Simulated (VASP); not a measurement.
# ZnCo (P-6m2) in VASP: further runs

ZnCo is run at these levels: LDA; tasks: single point.

All numbers are computed with VASP 6.6.1; they aren't measurements. Logs are shortened: lines on timing, memory, paths and dates and some standing lists are left out, and cuts for length are marked.

**1. The cell of the first run**

Symmetry: P-6m2, No. 187, hexagonal system. The conventional cell has a = 2.517 Å, b = 2.517 Å, c = 4.028 Å, α = 90.00°, β = 90.00°, γ = 120.00°. Within 3.3 Å of Zn (site symmetry -6m2) lie 6 Co at 2.48 Å and 6 Zn at 2.52 Å. Within 3.3 Å of Co (site symmetry -6m2) lie 6 Zn at 2.48 Å and 6 Co at 2.52 Å.

**2. Single point, LDA, collinear spin, ferromagnetic start**

Input file INCAR:

```
SYSTEM = ZnCo
ALGO = Normal
EDIFF = 1E-7
ENCUT = 520
ISIF = 2
ISMEAR = -1
ISPIN = 2
LASPH = .True.
LCHARG = .False.
LMAXMIX = 4
LORBIT = 11
LREAL = .False.
LWAVE = .False.
MAGMOM = 0 1.8
NBANDS = 22
NELM = 150
PREC = Accurate
SIGMA = 0.1
```

Input file KPOINTS:

```
k-points
0
Gamma
  13 13 7
  0 0 0
```

Input file POSCAR:

```
ZnCo
1.0
    2.5172470953      0.0000000000      0.0000000000
   -1.2586235476      2.1799997223      0.0000000000
    0.0000000000      0.0000000000      4.0277156524
Zn Co
1 1
Direct
    0.6666666667      0.3333333333      0.0000000000
    0.0000000000      0.0000000000      0.5000000000
```

Potentials or basis: VASP PAW LDA potentials, release 64 (Zn, Co).

On the command line:

```sh
$ cat potpaw_LDA.64/Zn/POTCAR potpaw_LDA.64/Co/POTCAR > POTCAR
$ mpirun -np 1 vasp_std > vasp.out
```

OUTCAR:

```text
SYSTEM = ZnCo
   EDIFF = 1E-7
   ENCUT = 520
   ISIF = 2
   ISMEAR = -1
   ISPIN = 2
   LASPH = .True.
   LORBIT = 11
   LREAL = .False.
   NELM = 150
   PREC = Accurate

 ion  position               nearest neighbor table
   1  0.667  0.333  0.000-   2 2.48   2 2.48   2 2.48   2 2.48   2 2.48   2 2.48
   2  0.000  0.000  0.500-   1 2.48   1 2.48   1 2.48   1 2.48   1 2.48   1 2.48

  LATTYP: Found a hexagonal cell.
 ALAT       =     2.5172470953
 C/A-ratio  =     1.6000477903

  Lattice vectors:

 A1 = (   2.5172470953,   0.0000000000,   0.0000000000)
 A2 = (  -1.2586235476,   2.1799997223,   0.0000000000)
 A3 = (   0.0000000000,   0.0000000000,   4.0277156524)

Analysis of symmetry for initial positions (statically):
=====================================================================
 Subroutine PRICEL returns:
 Original cell was already a primitive cell.

 Routine SETGRP: Setting up the symmetry group for a
 hexagonal supercell.

 Subroutine GETGRP returns: Found 12 space group operations
 (whereof 12 operations were pure point group operations)
 out of a pool of 24 trial point group operations.

The static configuration has the point symmetry D_3h.

Analysis of symmetry for dynamics (positions and initial velocities):
=====================================================================
 Subroutine PRICEL returns:
 Original cell was already a primitive cell.

 Routine SETGRP: Setting up the symmetry group for a
 hexagonal supercell.

 Subroutine GETGRP returns: Found 12 space group operations
 (whereof 12 operations were pure point group operations)
 out of a pool of 24 trial point group operations.

The dynamic configuration has the point symmetry D_3h.

Analysis of structural, dynamic, and magnetic symmetry:
=====================================================================
 Subroutine PRICEL returns:
 Original cell was already a primitive cell.

 Routine SETGRP: Setting up the symmetry group for a
 hexagonal supercell.

 Subroutine GETGRP returns: Found 12 space group operations
 (whereof 12 operations were pure point group operations)
 out of a pool of 24 trial point group operations.

The overall configuration has the point symmetry D_3h.

 Subroutine INISYM returns: Found 12 space group operations
 (whereof 12 operations are pure point group operations),
 and found     1 'primitive' translations

----------------------------------------------------------------------------------------

                                     Primitive cell

  volume of cell :      22.1025

  direct lattice vectors                    reciprocal lattice vectors
     2.517247095  0.000000000  0.000000000     0.397259372  0.229357827  0.000000000
    -1.258623548  2.179999722  0.000000000     0.000000000  0.458715655  0.000000000
     0.000000000  0.000000000  4.027715652     0.000000000  0.000000000  0.248279692

  length of vectors
     2.517247095  2.517246914  4.027715652     0.458715622  0.458715655  0.248279692

  position of ions in fractional coordinates (direct lattice)
     0.666666667  0.333333333  0.000000000
     0.000000000  0.000000000  0.500000000

  ion indices of the primitive-cell ions
   primitive index   ion index
                 1           1
                 2           2

----------------------------------------------------------------------------------------

 KPOINTS: k-points

Automatic generation of k-mesh.
 Grid dimensions read from file:
 generate k-points for:   13   13    7

 Generating k-lattice:

  Cartesian coordinates                     Fractional coordinates (reciprocal lattice)
     0.030558413  0.017642910  0.000000000     0.076923077  0.000000000  0.000000000
     0.000000000  0.035285820  0.000000000     0.000000000  0.076923077  0.000000000
     0.000000000  0.000000000  0.035468527     0.000000000  0.000000000  0.142857143

  Length of vectors
     0.035285817  0.035285820  0.035468527

  Shift w.r.t. Gamma in fractional coordinates (k-lattice)
     0.000000000  0.000000000  0.000000000

 Subroutine IBZKPT returns following result:
 ===========================================

 Found     84 irreducible k-points:

 Following reciprocal coordinates:
            Coordinates               Weight
  0.000000  0.000000  0.000000      1.000000
  0.076923 -0.000000  0.000000      6.000000
  0.153846 -0.000000  0.000000      6.000000
  0.230769 -0.000000  0.000000      6.000000
  0.307692 -0.000000  0.000000      6.000000
  0.384615  0.000000  0.000000      6.000000
[... 16 lines left out ...]
  0.076923 -0.000000  0.142857     12.000000
  0.153846 -0.000000  0.142857     12.000000
 [... further k-points ...]
   k-points           NKPTS =     84   k-points in BZ     NKDIM =     84   number of bands    NBANDS=     22
   number of dos      NEDOS =    301   number of ions     NIONS =      2
   total plane-waves  NPLWV =  12000
   dimension x,y,z NGX =    20 NGY =   20 NGZ =   30
   dimension x,y,z NGXF=    40 NGYF=   40 NGZF=   60
   ions per type =               1   1
   NGX,Y,Z   is equivalent  to a cutoff of  13.21, 13.21, 12.38 a.u.
   NGXF,Y,Z  is equivalent  to a cutoff of  26.42, 26.42, 24.77 a.u.
 SYSTEM =  ZnCo
   PREC   = accura    normal or accurate (medium, high low for compatibility)
   ISTART =      0    job   : 0-new  1-cont  2-samecut
   ICHARG =      2    charge: 1-file 2-atom 10-const
   ISPIN  =      2    spin polarized calculation?
   LNONCOLLINEAR =      F non collinear calculations
   LSORBIT =      F    spin-orbit coupling
   LASPH  =      T    aspherical Exc in radial PAW
   ENCUT  =  520.0 eV  38.22 Ry    6.18 a.u.   4.68  4.68  7.49*2*pi/ulx,y,z
   NELM   =    150;   NELMIN=  2; NELMDL= -5     # of ELM steps
   EDIFF  = 0.1E-06   stopping-criterion for ELM
   LREAL  =      F    real-space projection
   EDIFFG = 0.1E-05   stopping-criterion for IOM
   NSW    =      0    number of steps for IOM
   IBRION =     -1    ionic relax: 0-MD 1-quasi-New 2-CG
   NFREE  =      0    steps in history (QN), initial steepest desc. (CG)
   ISIF   =      2    stress and relaxation
   ISYM   =      2    0-nonsym 1-usesym 2-fastsym
   POTIM  = 0.5000    time-step for ionic-motion
   TEBEG  =    0.0;   TEEND  =   0.0 temperature during run
   PSTRESS=    0.0 pullay stress
   NELECT =      21.0000    total number of electrons
   NUPDOWN=      -1.0000    fix difference up-down
   EMIN   =  10.00;   EMAX   =-10.00  energy-range for DOS
   EFERMI =   0.00;   METHOD = LEGACY
   ISMEAR =    -1;   SIGMA  =   0.10  broadening in eV -4-tet -1-fermi 0-gaus
   EFERMI_NEDOS =   21; number of points for ismear=-14 and -15
   IALGO  =     38    algorithm
   IMIX   =      4    mixing-type and parameters
     AMIX     =   0.40;   BMIX     =  1.00
     AMIX_MAG =   1.60;   BMIX_MAG =  1.00
  volume/ion in A,a.u.               =      11.05        74.58
  Fermi-wavevector in a.u.,A,eV,Ry     =   1.609413  3.041350 35.241959  2.590211
  Thomas-Fermi vector in A             =   2.705127
   LORBIT       =     11    0 simple, 1 ext, 2 COOP (PROOUT), +10 PAW based schemes
   GGA     = CA    functional components
   LHFCALC =     F    Hartree Fock is set to
   AEXX    =    0.0000 exact exchange contribution
   IVDW    =     0    specifies the selected vdW correction
   LEPSILON=     F    determine dielectric tensor
   LRPA    =     F    only Hartree local field effects (RPA)
 spin polarized calculation
  energy-cutoff  :      520.00
  volume of cell :       22.10
 maximum number of plane-waves:       610
 NGX is ok and might be reduce to    20
   NGX =  9   NGY =  9   NGZ = 15

 number of electron      21.0000010 magnetization       0.4894168

 Free energy of the ion-electron system (eV)
  ---------------------------------------------------
  ext. energy  EPLUGINS =         0.00000000
  ---------------------------------------------------
  free energy    TOTEN  =       -10.03525655 eV

  energy without entropy =       -9.95694145  energy(sigma->0) =       -9.99609900

 E-fermi :   7.0814     XC(G=0): -13.6576

 val. band max:        7.0782932766   @ k =   0.1538   0.1538   0.4286
 cond. band min:       7.0816532895   @ k =   0.1538   0.0769   0.1429
 fundamental gap:      0.0033600129
 Fermi energy:         7.0814361358

 spin component 1

 k-point     1 :       0.0000    0.0000    0.0000
  band No.  band energies     occupation
      1      -3.7449      1.00000
      2      -1.2013      1.00000
      3      -0.5971      1.00000
      4      -0.5971      1.00000
      5       0.0810      1.00000
      6       0.0810      1.00000
[... 14 lines left out ...]
     21      36.4698      0.00000
     22      36.4698      0.00000

 k-point     2 :       0.0769   -0.0000    0.0000
  band No.  band energies     occupation
      1      -3.5452      1.00000
      2      -1.1472      1.00000
      3      -0.6316      1.00000
      4      -0.5422      1.00000
      5      -0.0006      1.00000
      6       0.0674      1.00000
[... 14 lines left out ...]
     21      33.4917      0.00000
     22      35.7959      0.00000

 k-point     3 :       0.1538   -0.0000    0.0000
  band No.  band energies     occupation
      1      -2.9656      1.00000
      2      -1.0151      1.00000
      3      -0.6990      1.00000
      4      -0.3873      1.00000
      5      -0.2103      1.00000
      6       0.0297      1.00000
[... 14 lines left out ...]
     21      34.7798      0.00000
     22      34.8812      0.00000
[... 476 lines left out ...]
 k-point    23 :       0.0769   -0.0000    0.1429
  band No.  band energies     occupation
      1      -3.3795      1.00000
      2      -1.1093      1.00000
      3      -0.6342      1.00000
      4      -0.5452      1.00000
      5      -0.0040      1.00000
      6       0.0670      1.00000
[... 14 lines left out ...]
     21      34.5841      0.00000
     22      34.6565      0.00000

 k-point    24 :       0.1538   -0.0000    0.1429
  band No.  band energies     occupation
      1      -2.8094      1.00000
      2      -0.9806      1.00000
      3      -0.6998      1.00000
      4      -0.3903      1.00000
      5      -0.2129      1.00000
      6       0.0316      1.00000
[... 14 lines left out ...]
     21      33.7553      0.00000
     22      35.2789      0.00000

 [... further k-points ...]

 spin component 2

 k-point     1 :       0.0000    0.0000    0.0000
  band No.  band energies     occupation
      1      -3.7356      1.00000
      2      -1.1980      1.00000
      3      -0.5998      1.00000
      4      -0.5998      1.00000
      5       0.0803      1.00000
      6       0.0803      1.00000
[... 14 lines left out ...]
     21      36.4796      0.00000
     22      36.4796      0.00000

 k-point     2 :       0.0769   -0.0000    0.0000
  band No.  band energies     occupation
      1      -3.5358      1.00000
      2      -1.1444      1.00000
      3      -0.6342      1.00000
      4      -0.5448      1.00000
      5      -0.0016      1.00000
      6       0.0669      1.00000
[... 14 lines left out ...]
     21      33.5308      0.00000
     22      35.8252      0.00000

 k-point     3 :       0.1538   -0.0000    0.0000
  band No.  band energies     occupation
      1      -2.9554      1.00000
      2      -1.0131      1.00000
      3      -0.7014      1.00000
      4      -0.3899      1.00000
      5      -0.2114      1.00000
      6       0.0298      1.00000
[... 14 lines left out ...]
     21      34.8264      0.00000
     22      34.9392      0.00000
[... 476 lines left out ...]
 k-point    23 :       0.0769   -0.0000    0.1429
  band No.  band energies     occupation
      1      -3.3713      1.00000
      2      -1.1059      1.00000
      3      -0.6365      1.00000
      4      -0.5477      1.00000
      5      -0.0049      1.00000
      6       0.0665      1.00000
[... 14 lines left out ...]
     21      34.6084      0.00000
     22      34.7180      0.00000

 k-point    24 :       0.1538   -0.0000    0.1429
  band No.  band energies     occupation
      1      -2.8003      1.00000
      2      -0.9782      1.00000
      3      -0.7020      1.00000
      4      -0.3926      1.00000
      5      -0.2137      1.00000
      6       0.0315      1.00000
[... 14 lines left out ...]
     21      33.7876      0.00000
     22      35.3343      0.00000

 [... further k-points ...]

------------------------ aborting loop because EDIFF is reached ----------------------------------------

  FORCE on cell =-STRESS in cart. coord.  units (eV):
  Direction    XX          YY          ZZ          XY          YZ          ZX
  --------------------------------------------------------------------------------------
  -------------------------------------------------------------------------------------
  Total        0.0290260      0.0290260     -0.1395306      0.0000000      0.0000000      0.0000000
  in kB        2.1040550      2.1040546    -10.1143693      0.0000000      0.0000000      0.0000000
  external PRESSURE =      -1.9687532 kB  Pullay stress =       0.0000000 kB

 VOLUME and BASIS-vectors are now :
 -----------------------------------------------------------------------------
  energy-cutoff  :      520.00
  volume of cell :       22.10
      direct lattice vectors                 reciprocal lattice vectors
     2.517247095  0.000000000  0.000000000     0.397259372  0.229357827  0.000000000
    -1.258623548  2.179999722  0.000000000     0.000000000  0.458715655  0.000000000
     0.000000000  0.000000000  4.027715652     0.000000000  0.000000000  0.248279692

 POSITION                                       TOTAL-FORCE (eV/Angst)
 -----------------------------------------------------------------------------------
      1.25862      0.72667      0.00000         0.000000      0.000000      0.000000
      0.00000      0.00000      2.01386        -0.000000     -0.000000      0.000000
 -----------------------------------------------------------------------------------
    total drift:                                0.000000     -0.000001      0.000000

  FREE ENERGIE OF THE ION-ELECTRON SYSTEM (eV)
  ---------------------------------------------------
  free  energy   TOTEN  =       -10.0352565529 eV

  energy  without entropy=       -9.9569414456  energy(sigma->0) =       -9.99609900

 total charge

# of ion       s       p       d       tot
------------------------------------------
    1        0.651   0.657   9.764  11.073
    2        0.456   0.501   7.382   8.339
--------------------------------------------------
tot          1.108   1.158  17.147  19.412

 magnetization (x)

# of ion       s       p       d       tot
------------------------------------------
    1       -0.005  -0.010   0.000  -0.015
    2       -0.002  -0.009   0.521   0.510
--------------------------------------------------
tot         -0.007  -0.019   0.521   0.495
```

It took 43 s on 1 thread of Intel Xeon 6975P-C (Granite Rapids), shared host; peak memory 0.17 GiB.

What came out:

```yaml
Free_energy: -10.0353 eV
Pressure: -0.2 GPa
Net_moment: 0.49 μB per cell
Site_moments: Zn -0.01; Co +0.51 μB
Valence_electrons_inside_the_program's_atomic_spheres: Zn 11.07; Co 8.34
```

Stress tensor (GPa, compression positive):
```
 0.21  0.00  0.00
 0.00  0.21  0.00
 0.00  0.00 -1.01
```

Levels at points of the mesh, in eV from the Fermi level:
Spin up:
| k point | band 9 | band 10 | band 11 | band 12 | band 13 | band 14 |
| --- | --- | --- | --- | --- | --- | --- |
| (0.00, 0.00, 0.00) | -1.63 | -1.59 | -0.40 | -0.40 | 4.19 | 21.09 |
Spin down:
| k point | band 8 | band 9 | band 10 | band 11 | band 12 | band 13 |
| --- | --- | --- | --- | --- | --- | --- |
| (0.00, 0.00, 0.00) | -1.58 | -1.18 | -1.18 | 0.15 | 0.15 | 4.39 |

**3. Single point, LDA, collinear spin, ferromagnetic start**

This run uses another cell than the first one, of 11.36 Å³/atom.

Input file INCAR:

```
SYSTEM = ZnCo
PREC = Accurate
ENCUT = 520
EDIFF = 1E-7
ISMEAR = -1
SIGMA = 0.1
LREAL = .False.
LASPH = .True.
NELM = 150
ALGO = Normal
ISIF = 2
LWAVE = .False.
LCHARG = .False.
ISPIN = 2
MAGMOM = 0 1.8
LORBIT = 11
LMAXMIX = 4
NBANDS = 22
```

Input file KPOINTS:

```
Automatic mesh
0
Gamma
  13 13 7
  0 0 0
```

Input file POSCAR:

```
ZnCo
1.0
    2.5403423954      0.0000000000      0.0000000000
   -1.2701711977      2.2000008370      0.0000000000
    0.0000000000      0.0000000000      4.0646692364
Zn Co
1 1
Direct
    0.6666666667      0.3333333333      0.0000000000
    0.0000000000      0.0000000000      0.5000000000
```

Potentials or basis: VASP PAW LDA potentials, release 64 (Zn, Co).

On the command line:

```sh
$ cat potpaw_LDA.64/Zn/POTCAR potpaw_LDA.64/Co/POTCAR > POTCAR
$ mpirun -np 1 vasp_std > vasp.out
```

Run time: 46 s. Hardware: 1 thread of Intel Xeon 6975P-C (Granite Rapids), shared host; peak memory 0.17 GiB.

The run converged. Its results:

```yaml
Free_energy: -10.0258 eV
Pressure: -4.6 GPa
Net_moment: 0.71 μB per cell
Site_moments: Zn -0.02; Co +0.74 μB
Valence_electrons_inside_the_program's_atomic_spheres: Zn 11.03; Co 8.29
```

Stress tensor (GPa, compression positive):
```
-4.19  0.00  0.00
 0.00 -4.19  0.00
 0.00  0.00 -5.43
```

Levels at points of the mesh, in eV from the Fermi level:
Spin up:
```csv
k point,band 8,band 9,band 10,band 11,band 12,band 13,band 14,band 15
"(0.00, 0.00, 0.00)",-1.71,-1.71,-1.56,-0.57,-0.57,3.95,20.61,20.61
```
Spin down:
```tsv
k point	band 8	band 9	band 10	band 11	band 12	band 13
(0.00, 0.00, 0.00)	-1.54	-1.04	-1.04	0.20	0.20	4.23
```

Caveat: the cell stands under tension.

**4. Single point, LDA, collinear spin, ferromagnetic start**

This run uses another cell than the first one, of 11.67 Å³/atom.

Input file INCAR:

```
SYSTEM = ZnCo
PREC = Accurate ; ENCUT = 520
EDIFF = 1E-6 ; ISMEAR = -1
SIGMA = 0.1 ; LREAL = .FALSE.
LASPH = .TRUE. ; NELM = 150
ALGO = Normal ; ISIF = 2
LWAVE = .FALSE. ; LCHARG = .FALSE.
ISPIN = 2 ; MAGMOM = 0 1.8
LORBIT = 11 ; LMAXMIX = 4
NBANDS = 22
```

Input file KPOINTS:

```
regular mesh
0
G
  13 13 7
  0 0 0
```

Input file POSCAR:

```
ZnCo
1.0
    2.5630252241      0.0000000000      0.0000000000
   -1.2815126121      2.2196447410      0.0000000000
    0.0000000000      0.0000000000      4.1009628464
Zn Co
1 1
Direct
    0.6666666667      0.3333333333      0.0000000000
    0.0000000000      0.0000000000      0.5000000000
```

On the command line:

```sh
$ cat potpaw_LDA.64/Zn/POTCAR potpaw_LDA.64/Co/POTCAR > POTCAR
$ mpirun -np 1 vasp_std > vasp.out
```

Run time: 46 s. Hardware: 1 thread of Intel Xeon 6975P-C (Granite Rapids), shared host; peak memory 0.18 GiB.

It converged, with:

```
Free energy                                           : -10.0014 eV
Pressure                                              : -8.0 GPa
Net moment                                            : 0.93 μB per cell
Site moments                                          : Zn -0.03; Co +0.97 μB
Valence electrons inside the program's atomic spheres : Zn 11.00; Co 8.23
```

Stress tensor (GPa, compression positive):
```
-7.68  0.00  0.00
 0.00 -7.68  0.00
 0.00  0.00 -8.77
```

Levels at points of the mesh, in eV from the Fermi level:
Spin up:
| k point | band 8 | band 9 | band 10 | band 11 | band 12 | band 13 | band 14 | band 15 |
| --- | --- | --- | --- | --- | --- | --- | --- | --- |
| (0.00, 0.00, 0.00) | -1.79 | -1.79 | -1.53 | -0.74 | -0.74 | 3.72 | 20.15 | 20.15 |
Spin down:
```
           k point  band 8  band 9  band 10  band 11  band 12  band 13
(0.00, 0.00, 0.00)   -1.51   -0.90    -0.90     0.25     0.25     4.08
```

Caveat: the cell stands under tension.

**5. Summary**

| cell | gap on the mesh (eV) | pressure (GPa) | moment (μB) |
| --- | --- | --- | --- |
| a = 2.517, b = 2.517, c = 4.028 Å, angles 90.0, 90.0, 120.0°, 2 atoms | none | -0.2 | 0.49 |
| a = 2.540, b = 2.540, c = 4.065 Å, angles 90.0, 90.0, 120.0°, 2 atoms | none | -4.6 | 0.71 |
| a = 2.563, b = 2.563, c = 4.101 Å, angles 90.0, 90.0, 120.0°, 2 atoms | none | -8.0 | 0.93 |

Alike in all rows: task single point; level LDA; potentials or basis VASP PAW LDA potentials, release 64 (Zn, Co); spin collinear, ferromagnetic start; k mesh 13 × 13 × 7; cutoff (eV) 520; smearing fermi-dirac 0.1 eV.

Caveats: the cell stands under tension (at least some runs).

Total energies depend on the potentials used, so only differences within one code and one set of settings carry meaning.

The gap in the log of VASP goes by the Fermi energy; the results here count the filled bands.